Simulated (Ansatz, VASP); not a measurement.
**WO: VASP beside Ansatz**

The input INCAR:

```
SYSTEM = WO
PREC     = Accurate       ! precision mode
ENCUT    = 520            ! plane-wave cutoff, eV
EDIFF    = 1E-6           ! SCF threshold, eV
ISMEAR   = 0              ! smearing method
SIGMA    = 0.02           ! smearing width, eV
LREAL    = .False.        ! projectors in reciprocal space
LASPH    = .True.         ! aspherical terms in the spheres
NELM     = 150            ! most SCF steps
ALGO     = Normal         ! electronic algorithm
ISIF     = 2              ! what is computed and relaxed
LWAVE    = .False.        ! write WAVECAR
LCHARG   = .False.        ! write CHGCAR
ISPIN    = 2              ! spin polarisation
MAGMOM   = 1 0            ! initial moments
LORBIT   = 11             ! projections on sites
LMAXMIX  = 4              ! l up to which the mixer works
LDAU     = .True.         ! DFT+U
LDAUTYPE = 2            
LDAUL    = 2 -1           ! shell
LDAUU    = 6.2 0          ! U, eV
LDAUJ    = 0 0          
LDAUPRINT= 1            
GGA      = PE             ! functional
NBANDS   = 21             ! bands
```

KPOINTS

```
Automatic mesh
0
Gamma
  10 10 10
  0 0 0
```

POSCAR

```
WO
1.0
    0.0000000000      2.4446341283      2.4446341283
    2.4446341283      0.0000000000      2.4446341283
    2.4446341283      2.4446341283      0.0000000000
W O
1 1
Direct
    0.0000000000      0.0000000000      0.0000000000
    0.2500000000      0.2500000000      0.2500000000
```

Input for Ansatz:

```yaml
crystal:
  lattice:
    - [0.0, 2.4446341283, 2.4446341283]
    - [2.4446341283, 0.0, 2.4446341283]
    - [2.4446341283, 2.4446341283, 0.0]
  atoms:
    - { symbol: W, position: [0.0, 0.0, 0.0], spin: 1.0 }
    - { symbol: O, position: [0.25, 0.25, 0.25] }
basis:
  ecutwfc: 420
kpoints:
  mp_grid: { grid: [10, 10, 10] }
hamiltonian:
  xc: pbe
  hubbard: { sites: [{ species: W, l: d, u_eff: 6.2 }] }
scf:
  occupations: { method: gaussian, width: 0.02 }
output:
  forces: true
  stress: true
  eigenvalues: true
  populations: true
  write_density: true
  write_potential: true
  elf: true
  volumetric_format: npy
magnetization:
  spin_polarized: true
```

Alike in both runs: task single point; functional PBE; k mesh 10 × 10 × 10; occupations gaussian, width 0.02 eV; collinear spin; Hubbard terms W d U = 6.2 eV.

|  | VASP | Ansatz |
| --- | --- | --- |
| version | VASP 6.6.1 | Ansatz 0.2.0 |
| potentials or method | VASP PAW PBE potentials, release 64 (W_sv, O), cutoff 520 eV | scalar-relativistic, plane waves, PAW |
| valence electrons in the cell | 20 | 20 |

VASP gave:

- gap on the k mesh at the Fermi level (eV): 0.69
- least direct gap on the mesh (eV): 1.10
- pressure (GPa): -2.0
- net moment per atom (μB): 1.00
- size of the moment on the site where the two differ most (μB): 1.73

**Question.** Which values does Ansatz return?

**Answer.** gap on the k mesh at the Fermi level (eV): 1.18; least direct gap on the mesh (eV): 1.40; pressure (GPa): -6.9; net moment per atom (μB): 1.00; size of the moment on the site where the two differ most (μB): 1.06.

Site moments also hang on the region over which each program counts them. The programs project onto different local orbitals, so the same U acts differently, and such runs can settle in different states.

Spin-orbit coupling is off throughout.
